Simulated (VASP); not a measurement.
## MgSnO2: relaxation of cell and atoms with PBE

MgSnO2:

```
Mg Sn O
1.0
    -1.93669    1.93669    4.70148
     1.93669   -1.93669    4.70148
     1.93669    1.93669   -4.70148
Mg Sn O
1 1 2
Direct
  0.57785 0.57785 0.00000
  0.90062 0.90062 0.00000
  0.01059 0.51059 0.50000
  0.51059 0.01059 0.50000
```

```json
{"Program": "VASP 6.6.1", "Task": "relaxation of cell and atoms", "Functional": "PBE", "Potentials or basis": "VASP PAW PBE potentials, release 64 (Mg, Sn_d, O)", "Cutoff": "600 eV", "k mesh": "10 × 10 × 10", "Occupations": "gaussian, width 0.01 eV", "Spin": "no spin polarisation", "Dipole correction": "no", "Further INCAR settings": "ALGO = Normal; EDIFF = 1e-06; IBRION = 2; EDIFFG = -0.001; NSW = 80; ISIF = 3"}
```

The relaxed volume is 17.57 Å³/atom and the relaxed cell is a = 5.428 Å, b = 5.428 Å, c = 5.428 Å, α = 138.21°, β = 138.21°, γ = 60.57°. The space group after relaxing (to 0.05 Å) is I4mm (No. 107). The energy gained by relaxing is 0.1 meV/atom. The ionic steps are 17, the pressure after relaxing is 0.0 GPa and the band gap on the k mesh is 1.81 eV, indirect (least direct gap 2.01 eV).

Step by step:
| step | energy change (eV) | largest force (eV/Å) | pressure (GPa) | volume (Å³) |
| --- | --- | --- | --- | --- |
| 1 | 0.0000 | 0.0702 | -0.13 | 70.54 |
| 2 | -0.0003 | 0.0147 | -0.04 | 70.39 |
| 3 | -0.0004 | 0.0004 | -0.03 | 70.35 |
| 4 | -0.0004 | 0.0066 | -0.01 | 70.33 |
| 5 | -0.0004 | 0.0038 | 0.01 | 70.34 |
| 6 | -0.0004 | 0.0019 | -0.02 | 70.34 |
| 7 | -0.0004 | 0.0012 | -0.01 | 70.31 |
| 8 | -0.0004 | 0.0068 | 0.02 | 70.26 |
| 9 | -0.0004 | 0.0081 | -0.04 | 70.28 |
| 10 | -0.0004 | 0.0018 | 0.00 | 70.27 |
| 11 | -0.0004 | 0.0045 | -0.01 | 70.27 |
| 12 | -0.0004 | 0.0022 | -0.01 | 70.27 |
| 13 | -0.0004 | 0.0002 | 0.02 | 70.25 |
| 14 | -0.0004 | 0.0036 | 0.01 | 70.26 |
| 15 | -0.0004 | 0.0037 | -0.03 | 70.26 |
| 16 | -0.0004 | 0.0016 | 0.00 | 70.26 |
| 17 | -0.0004 | 0.0004 | 0.00 | 70.26 |

Final structure:
```cif
data_structure
_symmetry_space_group_name_H-M 'P 1'
_symmetry_Int_Tables_number 1
_cell_length_a 5.4282
_cell_length_b 5.4282
_cell_length_c 5.4282
_cell_angle_alpha 138.214
_cell_angle_beta 138.214
_cell_angle_gamma 60.575
_cell_volume 70.26
loop_
_atom_site_label
_atom_site_type_symbol
_atom_site_fract_x
_atom_site_fract_y
_atom_site_fract_z
_atom_site_occupancy
Mg1 Mg 0.57779 0.57779 0.00000 1
Sn1 Sn 0.90011 0.90011 0.00000 1
O1 O 0.01088 0.51088 0.50000 1
O2 O 0.51088 0.01088 0.50000 1
```

Levels at points of the mesh, in eV from the valence-band top:
| k point | band 10 | band 11 | band 12 | band 13 | band 14 | band 15 | band 16 | band 17 | band 18 |
| --- | --- | --- | --- | --- | --- | --- | --- | --- | --- |
| (0.00, 0.00, 0.00) | -4.39 | -2.26 | -1.69 | -1.48 | -1.48 | 3.26 | 5.99 | 5.99 | 6.66 |
| (0.50, 0.00, 0.00) | -3.42 | -3.17 | -2.86 | -2.75 | -0.39 | 3.11 | 5.24 | 7.20 | 7.55 |
| (0.50, 0.50, 0.00) | -3.11 | -2.78 | -1.07 | -1.04 | -0.96 | 3.38 | 4.95 | 5.82 | 6.21 |
| (0.50, 0.50, 0.50) | -4.45 | -1.60 | -1.47 | -1.47 | -0.20 | 1.81 | 5.94 | 6.90 | 6.90 |

Wall time 34 min on 1 thread of Oxide Virtual Turin-like Processor (shared host), peak memory 0.42 GiB.

Caveat: spin-orbit coupling is left out, which moves the levels of the heavy elements. A k mesh can miss the band edges.
